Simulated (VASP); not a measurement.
# AlIn2N3 (P1) in VASP: single point with PBE

Aim: the single point of AlIn2N3 with PBE.

Everything below comes from runs of VASP 6.6.1. Logs are shortened: lines on timing, memory, paths and dates and some standing lists are left out, and cuts for length are marked.

## (1) The cell of the first run

The typed cell holds 24 atoms: a = 5.913 Å, b = 8.092 Å, c = 8.131 Å, α = 78.64°, β = 68.64°, γ = 68.61°.

## (2) Single point, PBE

INCAR

```
SYSTEM = AlIn2N3
PREC     = Accurate       ! precision mode
ENCUT    = 520            ! plane-wave cutoff, eV
EDIFF    = 1E-7           ! SCF threshold, eV
ISMEAR   = 0              ! smearing method
SIGMA    = 0.1            ! smearing width, eV
LREAL    = Auto         
LASPH    = .TRUE.         ! aspherical terms in the spheres
NELM     = 80             ! most SCF steps
ALGO     = Normal         ! electronic algorithm
ISIF     = 2              ! what is computed and relaxed
LWAVE    = .FALSE.        ! write WAVECAR
LCHARG   = .FALSE.        ! write CHGCAR
GGA      = PE             ! functional
NBANDS   = 106            ! bands
ISYM     = 0
```

KPOINTS

```
regular mesh
0
G
  3 3 3
  0 0 0
```

POSCAR

```
AlIn2N3
1.0
   -0.0030573331      5.9129806378      0.0000459100
    5.1244065423      2.9537916644     -5.5217432381
   -5.1552681210      2.9591037044     -5.5477535130
In Al N
8 4 12
Direct
    0.1654031408      0.4988222283      0.5037397336
    0.6578688943      0.0004362308      0.0190951796
    0.5692729271      0.7590122994      0.7638187721
    0.6768758753      0.6723167102      0.3278145831
    0.1618929581      0.1762958306      0.8461512936
    0.6583664416      0.3353671845      0.6640550312
    0.0811639004      0.9247146823      0.5793670753
    0.5671457420      0.4259798926      0.0956729181
    0.0795587822      0.2461964230      0.2524190002
    0.1509109056      0.8438214516      0.1757748260
    0.0805911794      0.5886427946      0.9294357862
    0.5844318686      0.0880713416      0.4137722225
    0.3739227627      0.9985024898      0.6282381665
    0.8975739701      0.4651218903      0.1370249308
    0.3026199693      0.6667958879      0.0009287543
    0.8405738232      0.1568193031      0.4523549646
    0.2472944702      0.4225247211      0.7518381556
    0.7866993859      0.9103218313      0.2477875032
    0.2701685798      0.7347890359      0.3722600908
    0.7612369849      0.2325698976      0.8978427622
    0.8736032866      0.7972943501      0.8280650882
    0.3442469874      0.2831561226      0.3191096997
    0.7613955343      0.5694226480      0.5674074762
    0.2449879154      0.0567567041      0.0919219220
```

Potentials or basis: VASP PAW PBE potentials, release 64 (In_d, Al, N).

Run with:

```
$ cat potpaw_PBE.64/In_d/POTCAR potpaw_PBE.64/Al/POTCAR potpaw_PBE.64/N/POTCAR > POTCAR
$ mpirun -np 1 vasp_std > vasp.out
```

OUTCAR:

```text
SYSTEM = AlIn2N3
   PREC = Accurate
   ENCUT = 520
   EDIFF = 1E-7
   ISMEAR = 0
   LREAL = Auto
   LASPH = .TRUE.
   NELM = 80
   ISIF = 2
   GGA = PE
   ISYM = 0

 ion  position               nearest neighbor table
   1  0.165  0.499  0.504-  23 2.13  17 2.17  19 2.18  22 2.22   8 3.32   6 3.35  12 3.37   4 3.41
                             5 3.42   9 3.43   6 3.44   7 3.44  10 3.46  11 3.50   3 3.50   4 3.51
   2  0.658  0.000  0.019-  20 2.13  18 2.16  24 2.18  21 2.19  12 3.26   4 3.27   9 3.32  10 3.33
                            11 3.38   3 3.40  10 3.40   5 3.43   8 3.43   5 3.48   6 3.55   7 3.56
   3  0.569  0.759  0.764-  23 2.14  13 2.18  21 2.18  15 2.20  11 3.38   5 3.38  10 3.38   2 3.40
                             8 3.42   7 3.45  11 3.47   7 3.47   6 3.49  12 3.49   1 3.50   4 3.53
   4  0.677  0.672  0.328-  23 2.12  18 2.16  19 2.17  14 2.21  11 3.27   2 3.27  10 3.31   8 3.36
                            12 3.38   1 3.41   9 3.42   7 3.45   6 3.46  10 3.48   1 3.51   3 3.53
   5  0.162  0.176  0.846-  20 2.14  17 2.16  24 2.19  13 2.20   9 3.29  11 3.36   6 3.36   3 3.38
                            10 3.40   1 3.42   2 3.43   8 3.44   2 3.48   7 3.50   6 3.52  12 3.52
   6  0.658  0.335  0.664-  23 2.12  20 2.13  17 2.14  16 2.17   1 3.35  12 3.35   5 3.36   7 3.37
                             9 3.39  11 3.43   1 3.44   4 3.46   3 3.49   5 3.52   8 3.53   2 3.55
   7  0.081  0.925  0.579-  19 2.20  13 2.20  21 2.23  16 2.23  10 3.32   9 3.33   6 3.37  12 3.40
                            12 3.42   1 3.44   4 3.45   3 3.45   3 3.47   5 3.50  11 3.53   2 3.56
   8  0.567  0.426  0.096-  20 2.17  15 2.21  22 2.22  14 2.24   1 3.32  11 3.35   4 3.36  12 3.37
                            10 3.40   3 3.42   9 3.42   2 3.43   9 3.43   5 3.44  11 3.46   6 3.53
   9  0.080  0.246  0.252-  16 1.94  24 1.94  22 1.96  14 1.97  10 3.28   5 3.29   2 3.32   7 3.33
                            12 3.35   6 3.39   8 3.42   4 3.42   1 3.43   8 3.43
  10  0.151  0.844  0.176-  18 1.91  19 1.91  24 1.92  15 1.95   9 3.28  12 3.29   4 3.31   7 3.32
                             2 3.33  11 3.36   3 3.38   8 3.40   2 3.40   5 3.40   1 3.46   4 3.48
  11  0.081  0.589  0.929-  17 1.90  21 1.93  15 1.94  14 1.95   4 3.27   8 3.35   5 3.36  10 3.36
                             3 3.38   2 3.38   6 3.43   8 3.46   3 3.47   1 3.50   7 3.53
  12  0.584  0.088  0.414-  18 1.91  13 1.92  16 1.93  22 1.95   2 3.26  10 3.29   9 3.35   6 3.35
                             1 3.37   8 3.37   4 3.38   7 3.40   7 3.42   3 3.49   5 3.52
  13  0.374  0.999  0.628-  12 1.92   3 2.18   5 2.20   7 2.20
  14  0.898  0.465  0.137-  11 1.95   9 1.97   4 2.21   8 2.24
  15  0.303  0.667  0.001-  11 1.94  10 1.95   3 2.20   8 2.21
  16  0.841  0.157  0.452-  12 1.93   9 1.94   6 2.17   7 2.23
  17  0.247  0.423  0.752-  11 1.90   6 2.14   5 2.16   1 2.17
  18  0.787  0.910  0.248-  10 1.91  12 1.91   2 2.16   4 2.16
  19  0.270  0.735  0.372-  10 1.91   4 2.17   1 2.18   7 2.20
  20  0.761  0.233  0.898-   6 2.13   2 2.13   5 2.14   8 2.17
  21  0.874  0.797  0.828-  11 1.93   3 2.18   2 2.19   7 2.23
  22  0.344  0.283  0.319-  12 1.95   9 1.96   8 2.22   1 2.22
  23  0.761  0.569  0.567-   6 2.12   4 2.12   1 2.13   3 2.14
  24  0.245  0.057  0.092-  10 1.92   9 1.94   2 2.18   5 2.19

IMPORTANT INFORMATION: All symmetrisations will be switched off!
NOSYMM: (Re-)initialisation of all symmetry stuff for point group C_1.

----------------------------------------------------------------------------------------

                                     Primitive cell

  volume of cell :     336.4206

  direct lattice vectors                    reciprocal lattice vectors
    -0.003057333  5.912980638  0.000045910    -0.000141184  0.169118670  0.090337021
     5.124406542  2.953791664 -5.521743238     0.097508568  0.000051121 -0.090582889
    -5.155268121  2.959103704 -5.547753513    -0.097051407 -0.000049481 -0.090094197

  length of vectors
     5.912981428  8.091605279  8.130845785     0.191733987  0.133090884  0.132423345

  position of ions in fractional coordinates (direct lattice)
     0.165403141  0.498822228  0.503739734
     0.657868894  0.000436231  0.019095180
     0.569272927  0.759012299  0.763818772
     0.676875875  0.672316710  0.327814583
     0.161892958  0.176295831  0.846151294
     0.658366442  0.335367185  0.664055031
[... 16 lines left out ...]
     0.761395534  0.569422648  0.567407476
     0.244987915  0.056756704  0.091921922

  ion indices of the primitive-cell ions
   primitive index   ion index
                 1           1
                 2           2
                 3           3
                 4           4
                 5           5
                 6           6
[... 16 lines left out ...]
                23          23
                24          24

----------------------------------------------------------------------------------------

 KPOINTS: regular mesh

Automatic generation of k-mesh.
 Grid dimensions read from file:
 generate k-points for:    3    3    3

 Generating k-lattice:

  Cartesian coordinates                     Fractional coordinates (reciprocal lattice)
    -0.000047061  0.056372890  0.030112340     0.333333333 -0.000000000 -0.000000000
     0.032502856  0.000017040 -0.030194296     0.000000000  0.333333333  0.000000000
    -0.032350469 -0.000016494 -0.030031399    -0.000000000  0.000000000  0.333333333

  Length of vectors
     0.063911329  0.044363628  0.044141115

  Shift w.r.t. Gamma in fractional coordinates (k-lattice)
     0.000000000  0.000000000  0.000000000

 Subroutine IBZKPT returns following result:
 ===========================================

 Found     14 irreducible k-points:

 Following reciprocal coordinates:
            Coordinates               Weight
  0.000000  0.000000  0.000000      1.000000
  0.333333  0.000000  0.000000      2.000000
 -0.000000  0.333333  0.000000      2.000000
  0.333333  0.333333  0.000000      2.000000
 -0.333333  0.333333 -0.000000      2.000000
  0.000000  0.000000  0.333333      2.000000
  0.333333  0.000000  0.333333      2.000000
 -0.333333  0.000000  0.333333      2.000000
 -0.000000  0.333333  0.333333      2.000000
  0.333333  0.333333  0.333333      2.000000
 -0.333333  0.333333  0.333333      2.000000
 -0.000000 -0.333333  0.333333      2.000000
  0.333333 -0.333333  0.333333      2.000000
 -0.333333 -0.333333  0.333333      2.000000
   k-points           NKPTS =     14   k-points in BZ     NKDIM =     14   number of bands    NBANDS=    106
   number of dos      NEDOS =    301   number of ions     NIONS =     24
   total plane-waves  NPLWV = 172800
   dimension x,y,z NGX =    48 NGY =   60 NGZ =   60
   dimension x,y,z NGXF=    96 NGYF=  120 NGZF=  120
   ions per type =               8   4  12
   NGX,Y,Z   is equivalent  to a cutoff of  13.50, 12.33, 12.27 a.u.
   NGXF,Y,Z  is equivalent  to a cutoff of  26.99, 24.65, 24.54 a.u.
 SYSTEM =  AlIn2N3
   PREC   = accura    normal or accurate (medium, high low for compatibility)
   ISTART =      0    job   : 0-new  1-cont  2-samecut
   ICHARG =      2    charge: 1-file 2-atom 10-const
   ISPIN  =      1    spin polarized calculation?
   LNONCOLLINEAR =      F non collinear calculations
   LSORBIT =      F    spin-orbit coupling
   LASPH  =      T    aspherical Exc in radial PAW
   ENCUT  =  520.0 eV  38.22 Ry    6.18 a.u.  10.99 15.05 15.12*2*pi/ulx,y,z
   NELM   =     80;   NELMIN=  2; NELMDL= -5     # of ELM steps
   EDIFF  = 0.1E-06   stopping-criterion for ELM
   LREAL  =      T    real-space projection
   EDIFFG = 0.1E-05   stopping-criterion for IOM
   NSW    =      0    number of steps for IOM
   IBRION =     -1    ionic relax: 0-MD 1-quasi-New 2-CG
   NFREE  =      0    steps in history (QN), initial steepest desc. (CG)
   ISIF   =      2    stress and relaxation
   ISYM   =      0    0-nonsym 1-usesym 2-fastsym
   POTIM  = 0.5000    time-step for ionic-motion
   TEBEG  =    0.0;   TEEND  =   0.0 temperature during run
   PSTRESS=    0.0 pullay stress
   NELECT =     176.0000    total number of electrons
   NUPDOWN=      -1.0000    fix difference up-down
   EMIN   =  10.00;   EMAX   =-10.00  energy-range for DOS
   EFERMI =   0.00;   METHOD = LEGACY
   ISMEAR =     0;   SIGMA  =   0.10  broadening in eV -4-tet -1-fermi 0-gaus
   EFERMI_NEDOS =   21; number of points for ismear=-14 and -15
   IALGO  =     38    algorithm
   IMIX   =      4    mixing-type and parameters
     AMIX     =   0.40;   BMIX     =  1.00
     AMIX_MAG =   1.60;   BMIX_MAG =  1.00
  volume/ion in A,a.u.               =      14.02        94.59
  Fermi-wavevector in a.u.,A,eV,Ry     =   1.319122  2.492778 23.675251  1.740082
  Thomas-Fermi vector in A             =   2.449042
   LORBIT       =      0    0 simple, 1 ext, 2 COOP (PROOUT), +10 PAW based schemes
   GGA     = PE    functional components
   LHFCALC =     F    Hartree Fock is set to
   AEXX    =    0.0000 exact exchange contribution
   IVDW    =     0    specifies the selected vdW correction
   LEPSILON=     F    determine dielectric tensor
   LRPA    =     F    only Hartree local field effects (RPA)
 non-spin polarized calculation
 Gauss-broadening in eV      SIGMA  =   0.10
  energy-cutoff  :      520.00
  volume of cell :      336.42
 maximum number of plane-waves:      9083
 NGX is ok and might be reduce to    48
   NGX = 21   NGY = 31   NGZ = 31

 number of electron     176.0000008 magnetization

 Free energy of the ion-electron system (eV)
  ---------------------------------------------------
  ext. energy  EPLUGINS =         0.00000000
  ---------------------------------------------------
  free energy    TOTEN  =      -144.15017672 eV

  energy without entropy =     -144.15017671  energy(sigma->0) =     -144.15017671

 E-fermi :   6.5877     XC(G=0): -10.7217

 val. band max:        6.2227103043   @ k =   0.0000   0.0000   0.0000
 cond. band min:       6.9509538440   @ k =   0.0000   0.0000   0.0000
 fundamental gap:      0.7282435397
 Fermi energy:         6.5877097336

 k-point     1 :       0.0000    0.0000    0.0000
  band No.  band energies     occupation
      1      -8.4793      2.00000
      2      -8.4377      2.00000
      3      -8.3744      2.00000
      4      -8.2687      2.00000
      5      -8.2127      2.00000
      6      -8.0672      2.00000
[... 1431 lines left out ...]
     99      11.8219      0.00000
    100      11.9876      0.00000
 [bands above 100 left out]

------------------------ aborting loop because EDIFF is reached ----------------------------------------

  FORCE on cell =-STRESS in cart. coord.  units (eV):
  Direction    XX          YY          ZZ          XY          YZ          ZX
  --------------------------------------------------------------------------------------
  -------------------------------------------------------------------------------------
  Total        0.0080738      0.0829956      0.2344226      0.0114307     -0.0043295      0.0663450
  in kB        0.0384507      0.3952599      1.1164194      0.0544377     -0.0206191      0.3159631
  external PRESSURE =       0.5167100 kB  Pullay stress =       0.0000000 kB

 VOLUME and BASIS-vectors are now :
 -----------------------------------------------------------------------------
  energy-cutoff  :      520.00
  volume of cell :      336.42
      direct lattice vectors                 reciprocal lattice vectors
    -0.003057333  5.912980638  0.000045910    -0.000141184  0.169118670  0.090337021
     5.124406542  2.953791664 -5.521743238     0.097508568  0.000051121 -0.090582889
    -5.155268121  2.959103704 -5.547753513    -0.097051407 -0.000049481 -0.090094197

 POSITION                                       TOTAL-FORCE (eV/Angst)
 -----------------------------------------------------------------------------------
     -0.04125      3.94206     -5.54898         0.012122     -0.002395     -0.008199
     -0.09822      3.94776     -0.10831         0.010435     -0.006248      0.003443
     -0.04994      7.86828     -8.42852        -0.009442      0.005891      0.003276
      1.75318      6.95827     -5.53096        -0.004871     -0.001353     -0.009870
     -3.45922      3.98186     -5.66769        -0.005821      0.002427     -0.006513
     -1.70684      6.84852     -5.53579        -0.008461      0.000327     -0.013787
[... 16 lines left out ...]
     -0.00951      7.86309     -6.29201        -0.001080     -0.002161      0.002667
     -0.18379      1.88826     -0.82334        -0.024227     -0.014638     -0.024742
 -----------------------------------------------------------------------------------
    total drift:                               -0.002674     -0.011426     -0.042900

  FREE ENERGIE OF THE ION-ELECTRON SYSTEM (eV)
  ---------------------------------------------------
  free  energy   TOTEN  =      -144.1501767180 eV

  energy  without entropy=     -144.1501767102  energy(sigma->0) =     -144.15017671
```

Wall time 21 min (1 thread of Intel Xeon Platinum 8259CL at 2.50GHz (Skylake/Cascade Lake), shared host); peak memory 0.6 GiB.

Results:

| Quantity | Value |
| --- | --- |
| Free energy | -144.1502 eV |
| Pressure | 0.1 GPa |
| Largest force | 0.050 eV/Å |
| Band gap on the k mesh | 0.73 eV |

Forces in eV/Å, atoms in the order of the input:
```
In   0.012 -0.002 -0.008
In   0.010 -0.006  0.003
In  -0.009  0.006  0.003
In  -0.005 -0.001 -0.010
In  -0.006  0.002 -0.007
In  -0.008  0.000 -0.014
In  -0.019 -0.003 -0.012
In   0.019  0.003 -0.006
Al   0.003  0.003  0.011
Al  -0.011  0.004  0.020
Al   0.009  0.001  0.004
Al  -0.007 -0.011  0.008
N    0.042  0.023  0.015
N   -0.007  0.026  0.017
N   -0.003 -0.030 -0.018
N    0.031 -0.015  0.021
N   -0.004  0.005 -0.023
N    0.004  0.029 -0.028
N    0.036 -0.014  0.009
N   -0.003 -0.007  0.002
N   -0.025  0.012  0.011
N   -0.034 -0.007  0.024
N   -0.001 -0.002  0.003
N   -0.024 -0.015 -0.025
```

Levels at points of the mesh, in eV from the valence-band top:
| k point | band 86 | band 87 | band 88 | band 89 | band 90 | band 91 |
| --- | --- | --- | --- | --- | --- | --- |
| (0.00, 0.00, 0.00) | -0.11 | -0.02 | 0.00 | 0.73 | 3.40 | 3.67 |

Caveat: semilocal functionals underestimate gaps, and a narrow one can read as zero; spin-orbit coupling is left out, which moves the levels of the heavy elements.
